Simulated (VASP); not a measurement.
Wanted: the native input for a VASP 6.6.1 run.

- Task: single point
- Functional: PBEsol
- Potentials or basis: VASP PAW PBE potentials, release 64 (Al, Ga_d, N)
- Cutoff: 520 eV
- k mesh: 6 × 6 × 6
- Occupations: gaussian, width 0.05 eV
- Spin: no spin polarisation
- Dipole correction: no
- Further INCAR settings: ALGO = Normal; EDIFF = 1e-07; NBANDS = 41

The structure of AlGa3N4 lies in POSCAR:

```
AlGa3N4
1.0
    4.4676279409      0.0000000000      0.0000000000
    0.0000000000      4.4676279409      0.0000000000
    0.0000000000      0.0000000000      4.6910093379
Al Ga N
1 3 4
Direct
    0.0000000000      0.0000000000      0.0000000000
    0.5000000000      0.5000000000      0.0000000000
    0.5000000000      0.0000000000      0.5000000000
    0.0000000000      0.5000000000      0.5000000000
    0.7550309200      0.7550309200      0.2449690800
    0.7550309200      0.2449690800      0.7550309200
    0.2449690800      0.7550309200      0.7550309200
    0.2449690800      0.2449690800      0.2449690800
```

This cell differs from its parent crystal: strain +0.000 along x and y, +0.050 along z.

One way to write it, as run:

INCAR

```
ALGO     = Normal         # electronic algorithm
EDIFF    = 1E-7           # SCF threshold, eV
ENCUT    = 520            # plane-wave cutoff, eV
GGA      = PS             # functional
ISIF     = 2              # what is computed and relaxed
ISMEAR   = 0              # smearing method
LASPH    = True           # aspherical terms in the spheres
LCHARG   = True           # write CHGCAR
LELF     = True           # ELF
LREAL    = False          # projectors in reciprocal space
LVHAR    = True         
LWAVE    = False          # write WAVECAR
NBANDS   = 41             # bands
NELM     = 60             # most SCF steps
PREC     = Accurate       # precision mode
SIGMA    = 0.05           # smearing width, eV
```

KPOINTS

```
k-points
0
Gamma
  6 6 6
```

Potentials or basis: VASP PAW PBE potentials, release 64 (Al, Ga_d, N).

Command:

```bash
$ cat potpaw_PBE.64/Al/POTCAR potpaw_PBE.64/Ga_d/POTCAR potpaw_PBE.64/N/POTCAR > POTCAR
$ mpirun -np 1 vasp_std > vasp.out
```

It gave:

The pressure is -8.7 GPa. The largest force is 0.042 eV/Å and the band gap on the k mesh is 1.88 eV, direct.

Caveat: the cell differs from its parent crystal (strain +0.000 along x and y, +0.050 along z); the PAW data sets were made with another functional, which shifts forces and pressure a little.

It took 87 s on 1 thread of Intel(R) Xeon(R) 6975P-C (Granite Rapids), with other jobs on the host, peak memory 0.27 GiB.
